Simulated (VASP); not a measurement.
Wanted: the native input for a VASP 6.6.1 run.

- Task: relaxation of cell and atoms
- Functional: PBE
- Potentials or basis: VASP PAW PBE potentials, release 64 (Si, Bi_d, Te)
- Cutoff: 600 eV
- k mesh: 3 × 3 × 3
- Occupations: gaussian, width 0.2 eV
- Spin: no spin polarisation
- Dipole correction: no
- Further INCAR settings: ALGO = Normal; EDIFF = 1e-06; IBRION = 2; EDIFFG = -0.08; NSW = 36; ISIF = 3

The structure of SiBi2Te5 lies in POSCAR:

```
SiBi2Te5
1.0
    7.1454853100      0.0000000000      0.0000000000
    0.0000000000      7.1454853100      0.0000000000
    0.0000000000      0.0000000000      5.7321294500
Si Bi Te
1 2 5
Direct
    0.0000000000      0.0000000000      0.9845688800
    0.5000000000      0.0000000000      0.8479280100
    0.0000000000      0.5000000000      0.8479280100
    0.2193968400      0.2193968400      0.2239207000
    0.7806031600      0.7806031600      0.2239207000
    0.7806031600      0.2193968400      0.2239207000
    0.2193968400      0.7806031600      0.2239207000
    0.0000000000      0.0000000000      0.5041855400
```

The cell was generated, and may not be a known phase.

One way to write it, as run:

INCAR

```
SYSTEM = SiBi2Te5
PREC = Accurate
ENCUT = 600
EDIFF = 1E-6
ISMEAR = 0
SIGMA = 0.2
LREAL = .FALSE.
LASPH = .TRUE.
NELM = 60
ALGO = Normal
ISIF = 3
LWAVE = .FALSE.
LCHARG = .FALSE.
GGA = PE
IBRION = 2
NSW = 36
EDIFFG = -0.08
```

KPOINTS

```
regular mesh
0
G
  3 3 3
  0 0 0
```

Potentials or basis: VASP PAW PBE potentials, release 64 (Si, Bi_d, Te).

Launch:

```bash
$ cat potpaw_PBE.64/Si/POTCAR potpaw_PBE.64/Bi_d/POTCAR potpaw_PBE.64/Te/POTCAR > POTCAR
$ mpirun -np 1 vasp_std > vasp.out
```

It gave:

```
Relaxed volume                        : 44.46 Å³/atom
Relaxed cell                          : a = 7.287 Å, b = 7.287 Å, c = 6.699 Å, α = 90.00°, β = 90.00°, γ = 90.00°
Space group after relaxing (to 0.1 Å) : P4mm (No. 99)
Energy gained by relaxing             : 764.8 meV/atom
Ionic steps                           : 25
Pressure after relaxing               : 0.2 GPa
Largest force after relaxing          : 0.077 eV/Å
Band gap on the k mesh                : zero (bands 32 and 33 overlap by 0.35 eV)
```

Caveat: the k points lie up to 0.31 Å⁻¹ apart in the final cell; the volume moved by over 15 % at a fixed basis, so the end points are rough; spin-orbit coupling is left out, which moves the levels of the heavy elements; this functional lacks dispersion, which binds layers or chains, so the pressure and a relaxed spacing across them are unreliable; the relaxation stopped at a loose force limit of 0.08 eV/Å, so its end isn't a converged minimum.

It took 15 min on 1 thread of AMD EPYC 9R45 (Zen 5), with other jobs on the host, peak memory 0.47 GiB.
